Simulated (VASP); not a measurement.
# Si (Fd-3m) in VASP: further runs

Si is run at these levels: HSE06, LDA; tasks: single point.

Everything below comes from runs of VASP 6.6.1. Logs are shortened: lines on timing, memory, paths and dates and some standing lists are left out, and cuts for length are marked.

### Step 1. The cell of the first run

Symmetry: Fd-3m, No. 227, cubic system. Conventional cell: a = 5.434 Å, b = 5.434 Å, c = 5.434 Å, α = 90.00°, β = 90.00°, γ = 90.00°. Si (site symmetry -43m) has 4 Si at 2.35 Å within 3.1 Å.

### Step 2. Single point, HSE06

The input, POSCAR:

```
Si
1.0
    0.0000000000      2.7168139082      2.7168139082
    2.7168139082      0.0000000000      2.7168139082
    2.7168139082      2.7168139082      0.0000000000
Si
2
Direct
    0.7500000000      0.7500000000      0.7500000000
    0.5000000000      0.5000000000      0.5000000000
```

The input, INCAR.step1:

```
PREC     = Accurate       # precision mode
ENCUT    = 520            # plane-wave cutoff, eV
EDIFF    = 1E-5           # SCF threshold, eV
ISMEAR   = 0              # smearing method
SIGMA    = 0.01           # smearing width, eV
LREAL    = F              # projectors in reciprocal space
LASPH    = T              # aspherical terms in the spheres
NELM     = 100            # most SCF steps
ALGO     = Normal         # electronic algorithm
ISIF     = 2              # what is computed and relaxed
LWAVE    = T              # write WAVECAR
LCHARG   = F              # write CHGCAR
GGA      = PE             # functional
NBANDS   = 11             # bands
```

The input, INCAR.step2:

```
PREC     = Accurate       # precision mode
ENCUT    = 520            # plane-wave cutoff, eV
EDIFF    = 1E-7           # SCF threshold, eV
ISMEAR   = 0              # smearing method
SIGMA    = 0.01           # smearing width, eV
LREAL    = F              # projectors in reciprocal space
LASPH    = T              # aspherical terms in the spheres
NELM     = 100            # most SCF steps
ALGO     = Normal         # electronic algorithm
ISIF     = 2              # what is computed and relaxed
LWAVE    = F              # write WAVECAR
LCHARG   = F              # write CHGCAR
GGA      = PE             # functional
LHFCALC  = T              # exact exchange
HFSCREEN = 0.2079         # screening, 1/A
PRECFOCK = Normal       
ISTART   = 1            
NBANDS   = 11             # bands
```

The input, KPOINTS:

```
regular mesh
0
Gamma
  6 6 6
```

Potentials or basis: VASP PAW PBE potentials, release 64 (Si).

Started as:

```sh
> cat potpaw_PBE.64/Si/POTCAR > POTCAR
> cp INCAR.step1 INCAR
> mpirun -np 1 vasp_std > vasp.out
> cp INCAR.step2 INCAR
> mpirun -np 1 vasp_std > vasp.out
```

OUTCAR:

```text
PREC = Accurate
   ENCUT = 520
   EDIFF = 1E-7
   ISMEAR = 0
   LREAL = F
   LASPH = T
   NELM = 100
   ISIF = 2
   GGA = PE
   LHFCALC = T
   HFSCREEN = 0.2079
   PRECFOCK = Normal
   ISTART = 1

 ion  position               nearest neighbor table
   1  0.750  0.750  0.750-   2 2.35   2 2.35   2 2.35   2 2.35
   2  0.500  0.500  0.500-   1 2.35   1 2.35   1 2.35   1 2.35

  LATTYP: Found a face centered cubic cell.
 ALAT       =     5.4336278164

  Lattice vectors:

 A1 = (   0.0000000000,   2.7168139082,   2.7168139082)
 A2 = (   2.7168139082,   0.0000000000,   2.7168139082)
 A3 = (   2.7168139082,   2.7168139082,   0.0000000000)

Analysis of symmetry for initial positions (statically):
=====================================================================
 Subroutine PRICEL returns:
 Original cell was already a primitive cell.

 Routine SETGRP: Setting up the symmetry group for a
 face centered cubic supercell.

 Subroutine GETGRP returns: Found 48 space group operations
 (whereof 24 operations were pure point group operations)
 out of a pool of 48 trial point group operations.

The static configuration has the point symmetry T_d .
 The point group associated with its full space group is O_h .

Analysis of symmetry for dynamics (positions and initial velocities):
=====================================================================
 Subroutine PRICEL returns:
 Original cell was already a primitive cell.

 Routine SETGRP: Setting up the symmetry group for a
 face centered cubic supercell.

 Subroutine GETGRP returns: Found 48 space group operations
 (whereof 24 operations were pure point group operations)
 out of a pool of 48 trial point group operations.

The dynamic configuration has the point symmetry T_d .
 The point group associated with its full space group is O_h .

 Subroutine INISYM returns: Found 48 space group operations
 (whereof 24 operations are pure point group operations),
 and found     1 'primitive' translations

----------------------------------------------------------------------------------------

                                     Primitive cell

  volume of cell :      40.1060

  direct lattice vectors                    reciprocal lattice vectors
     0.000000000  2.716813908  2.716813908    -0.184039105  0.184039105  0.184039105
     2.716813908  0.000000000  2.716813908     0.184039105 -0.184039105  0.184039105
     2.716813908  2.716813908  0.000000000     0.184039105  0.184039105 -0.184039105

  length of vectors
     3.842155075  3.842155075  3.842155075     0.318765080  0.318765080  0.318765080

  position of ions in fractional coordinates (direct lattice)
     0.750000000  0.750000000  0.750000000
     0.500000000  0.500000000  0.500000000

  ion indices of the primitive-cell ions
   primitive index   ion index
                 1           1
                 2           2

----------------------------------------------------------------------------------------

 KPOINTS: regular mesh

Automatic generation of k-mesh.
 Grid dimensions read from file:
 generate k-points for:    6    6    6

 Generating k-lattice:

  Cartesian coordinates                     Fractional coordinates (reciprocal lattice)
    -0.030673184  0.030673184  0.030673184     0.166666667  0.000000000  0.000000000
     0.030673184 -0.030673184  0.030673184     0.000000000  0.166666667  0.000000000
     0.030673184  0.030673184 -0.030673184     0.000000000  0.000000000  0.166666667

  Length of vectors
     0.053127513  0.053127513  0.053127513

  Shift w.r.t. Gamma in fractional coordinates (k-lattice)
     0.000000000  0.000000000  0.000000000

 Subroutine IBZKPT returns following result:
 ===========================================

 Found     16 irreducible k-points:

 Following reciprocal coordinates:
            Coordinates               Weight
  0.000000  0.000000  0.000000      1.000000
  0.166667  0.000000  0.000000      8.000000
  0.333333  0.000000  0.000000      8.000000
  0.500000  0.000000  0.000000      4.000000
  0.166667  0.166667  0.000000      6.000000
  0.333333  0.166667  0.000000     24.000000
[... 8 lines left out ...]
 -0.333333  0.333333  0.166667     24.000000
 -0.333333  0.500000  0.166667     12.000000
   k-points           NKPTS =     16   k-points in BZ     NKDIM =    216   number of bands    NBANDS=     11
   number of dos      NEDOS =    301   number of ions     NIONS =      2
   total plane-waves  NPLWV =  27000
   dimension x,y,z NGX =    30 NGY =   30 NGZ =   30
   dimension x,y,z NGXF=    60 NGYF=   60 NGZF=   60
   ions per type =               2
   NGX,Y,Z   is equivalent  to a cutoff of  12.98, 12.98, 12.98 a.u.
   NGXF,Y,Z  is equivalent  to a cutoff of  25.96, 25.96, 25.96 a.u.
 SYSTEM =  unknown system
   PREC   = accura    normal or accurate (medium, high low for compatibility)
   ISTART =      1    job   : 0-new  1-cont  2-samecut
   ICHARG =      0    charge: 1-file 2-atom 10-const
   ISPIN  =      1    spin polarized calculation?
   LNONCOLLINEAR =      F non collinear calculations
   LSORBIT =      F    spin-orbit coupling
   LASPH  =      T    aspherical Exc in radial PAW
   ENCUT  =  520.0 eV  38.22 Ry    6.18 a.u.   7.14  7.14  7.14*2*pi/ulx,y,z
   NELM   =    100;   NELMIN=  2; NELMDL=  0     # of ELM steps
   EDIFF  = 0.1E-06   stopping-criterion for ELM
   LREAL  =      F    real-space projection
   EDIFFG = 0.1E-05   stopping-criterion for IOM
   NSW    =      0    number of steps for IOM
   IBRION =     -1    ionic relax: 0-MD 1-quasi-New 2-CG
   NFREE  =      0    steps in history (QN), initial steepest desc. (CG)
   ISIF   =      2    stress and relaxation
   ISYM   =      3    0-nonsym 1-usesym 2-fastsym
   POTIM  = 0.5000    time-step for ionic-motion
   TEBEG  =    0.0;   TEEND  =   0.0 temperature during run
   PSTRESS=    0.0 pullay stress
   NELECT =       8.0000    total number of electrons
   NUPDOWN=      -1.0000    fix difference up-down
   EMIN   =  10.00;   EMAX   =-10.00  energy-range for DOS
   EFERMI =   0.00;   METHOD = LEGACY
   ISMEAR =     0;   SIGMA  =   0.01  broadening in eV -4-tet -1-fermi 0-gaus
   EFERMI_NEDOS =   21; number of points for ismear=-14 and -15
   IALGO  =     38    algorithm
   IMIX   =      1    mixing-type and parameters
     AMIX     =   0.40;   BMIX     =  1.00
     AMIX_MAG =   1.60;   BMIX_MAG =  1.00
  volume/ion in A,a.u.               =      20.05       135.32
  Fermi-wavevector in a.u.,A,eV,Ry     =   0.956537  1.807592 12.448818  0.914962
  Thomas-Fermi vector in A             =   2.085474
   LORBIT       =      0    0 simple, 1 ext, 2 COOP (PROOUT), +10 PAW based schemes
   GGA     = PE    functional components
   LHFCALC =     T    Hartree Fock is set to
   PRECFOCK=normal    Normal, Fast or Accurate (Low or Medium for compatibility)
   ENCUT4O =  -1.0   cutoff for four orbital integrals eV
   NKREDX  =     1    reduce k-point grid by
   NKREDY  =     1    reduce k-point grid by
   NKREDZ  =     1    reduce k-point grid by
   AEXX    =    0.2500 exact exchange contribution
   HFSCREEN=    0.2079 screening length (either q_TF or 0.3 A-1)
   HFSCREENC=   0.2079 screening length for correlation (either q_TF or 0.3 A-1)
   ENCUTFOCK=  -1.0 apply spherical cutoff to Coloumb kernel
   IVDW    =     0    specifies the selected vdW correction
   LEPSILON=     F    determine dielectric tensor
   LRPA    =     F    only Hartree local field effects (RPA)
 non-spin polarized calculation
 Gauss-broadening in eV      SIGMA  =   0.01
  energy-cutoff  :      520.00
  volume of cell :       40.11
 maximum number of plane-waves:      1106
 NGX is ok and might be reduce to    30
  NGX = 24; NGY = 24; NGZ = 24

 number of electron       8.0000000 magnetization

 Free energy of the ion-electron system (eV)
  ---------------------------------------------------
  ext. energy  EPLUGINS =         0.00000000
  ---------------------------------------------------
  free energy    TOTEN  =       -12.53300151 eV

  energy without entropy =      -12.53300151  energy(sigma->0) =      -12.53300151

 E-fermi :   5.5630     XC(G=0):  -7.8425

 val. band max:        5.4589913041   @ k =   0.0000   0.0000   0.0000
 cond. band min:       6.7542088928   @ k =   0.5000   0.5000   0.0000
 fundamental gap:      1.2952175887
 Fermi energy:         5.5630446703

 k-point     1 :       0.0000    0.0000    0.0000
  band No.  band energies     occupation
      1      -7.8164      2.00000
      2       5.4590      2.00000
      3       5.4590      2.00000
      4       5.4590      2.00000
      5       8.7845      0.00000
      6       8.7845      0.00000
      7       8.7845      0.00000
      8       9.7637      0.00000
      9      14.2435      0.00000
     10      14.2435      0.00000
     11      14.2499      0.00000

 k-point     2 :       0.1667    0.0000    0.0000
  band No.  band energies     occupation
      1      -7.4165      2.00000
      2       2.9041      2.00000
      3       4.9865      2.00000
      4       4.9865      2.00000
      5       8.5660      0.00000
      6       9.4709      0.00000
      7       9.4709      0.00000
      8      11.9005      0.00000
      9      13.5402      0.00000
     10      13.5402      0.00000
     11      15.4701      0.00000

 k-point     3 :       0.3333    0.0000    0.0000
  band No.  band energies     occupation
      1      -6.2896      2.00000
      2      -0.4057      2.00000
      3       4.3758      2.00000
      4       4.3758      2.00000
      5       7.9380      0.00000
      6       9.7829      0.00000
      7       9.7829      0.00000
      8      14.3139      0.00000
      9      14.5155      0.00000
     10      14.5155      0.00000
     11      15.6229      0.00000
[... 155 lines left out ...]
 k-point    15 :      -0.3333    0.3333    0.1667
  band No.  band energies     occupation
      1      -4.1755      2.00000
      2      -2.1077      2.00000
      3       1.1001      2.00000
      4       2.4736      2.00000
      5       9.5431      0.00000
      6       9.8353      0.00000
      7      12.5095      0.00000
      8      13.0366      0.00000
      9      14.1323      0.00000
     10      17.8626      0.00000
     11      18.7187      0.00000

 k-point    16 :      -0.3333    0.5000    0.1667
  band No.  band energies     occupation
      1      -3.0680      2.00000
      2      -3.0680      2.00000
      3       1.4999      2.00000
      4       1.4999      2.00000
      5       8.9198      0.00000
      6       8.9198      0.00000
      7      13.2715      0.00000
      8      13.2715      0.00000
      9      17.3452      0.00000
     10      17.3452      0.00000
     11      19.7716      0.00000

------------------------ aborting loop because EDIFF is reached ----------------------------------------

  FORCE on cell =-STRESS in cart. coord.  units (eV):
  Direction    XX          YY          ZZ          XY          YZ          ZX
  --------------------------------------------------------------------------------------
  -------------------------------------------------------------------------------------
  Total        0.0127638      0.0127638      0.0127638      0.0000000     -0.0000000      0.0000000
  in kB        0.5098949      0.5098949      0.5098949      0.0000000     -0.0000000      0.0000000
  external PRESSURE =       0.5098949 kB  Pullay stress =       0.0000000 kB

 VOLUME and BASIS-vectors are now :
 -----------------------------------------------------------------------------
  energy-cutoff  :      520.00
  volume of cell :       40.11
      direct lattice vectors                 reciprocal lattice vectors
     0.000000000  2.716813908  2.716813908    -0.184039105  0.184039105  0.184039105
     2.716813908  0.000000000  2.716813908     0.184039105 -0.184039105  0.184039105
     2.716813908  2.716813908  0.000000000     0.184039105  0.184039105 -0.184039105

 POSITION                                       TOTAL-FORCE (eV/Angst)
 -----------------------------------------------------------------------------------
      4.07522      4.07522      4.07522        -0.000000     -0.000000     -0.000000
      2.71681      2.71681      2.71681         0.000000      0.000000      0.000000
 -----------------------------------------------------------------------------------
    total drift:                                0.000000     -0.000000      0.000000

  FREE ENERGIE OF THE ION-ELECTRON SYSTEM (eV)
  ---------------------------------------------------
  free  energy   TOTEN  =       -12.5330015101 eV

  energy  without entropy=      -12.5330015101  energy(sigma->0) =      -12.53300151
```

It took 9.5 min on 1 thread of Intel Xeon Platinum 8259CL at 2.50GHz (Skylake/Cascade Lake), shared host; peak memory 0.27 GiB.

What came out:

| Item | Value |
| --- | --- |
| Free energy | -12.5330 eV |
| Pressure | 0.1 GPa |
| Band gap on the k mesh | 1.30 eV (least direct gap 3.33 eV) |

Caveat: the PAW data sets were made with another functional, which shifts forces and pressure a little.

### Step 3. Single point, LDA

The input, INCAR:

```
PREC = Accurate ; ENCUT = 520
EDIFF = 1E-6 ; ISMEAR = 0
SIGMA = 0.02 ; LREAL = False
LASPH = True ; NELM = 100
ALGO = Normal ; ISIF = 2
LWAVE = False ; LCHARG = True
LELF = True ; LVHAR = True
NBANDS = 11
```

The input, KPOINTS:

```
Automatic mesh
0
Gamma
  12 12 12
```

POSCAR is that of step 2.

Potentials or basis: VASP PAW LDA potentials, release 64 (Si).

Started as:

```sh
> cat potpaw_LDA.64/Si/POTCAR > POTCAR
> mpirun -np 1 vasp_std > vasp.out
```

Wall time 34 s (1 thread of Intel Xeon 8259CL, shared host); peak memory 0.15 GiB.

Results (log left out):

- Free energy: -11.9164 eV
- Pressure: -1.6 GPa
- Band gap on the k mesh: 0.47 eV (least direct gap 2.52 eV)

Levels at points of the mesh, in eV from the valence-band top:
| k point | band 2 | band 3 | band 4 | band 5 | band 6 | band 7 |
| --- | --- | --- | --- | --- | --- | --- |
| (0.00, 0.00, 0.00) | 0.00 | 0.00 | 0.00 | 2.52 | 2.52 | 2.52 |
| (0.50, 0.00, 0.00) | -6.98 | -1.19 | -1.19 | 1.42 | 3.29 | 3.29 |
| (0.50, 0.50, 0.00) | -7.81 | -2.85 | -2.85 | 0.61 | 0.61 | 9.96 |

Caveat: semilocal functionals underestimate gaps, and a narrow one can read as zero. As with any semilocal functional, this LDA gap is likely too small.
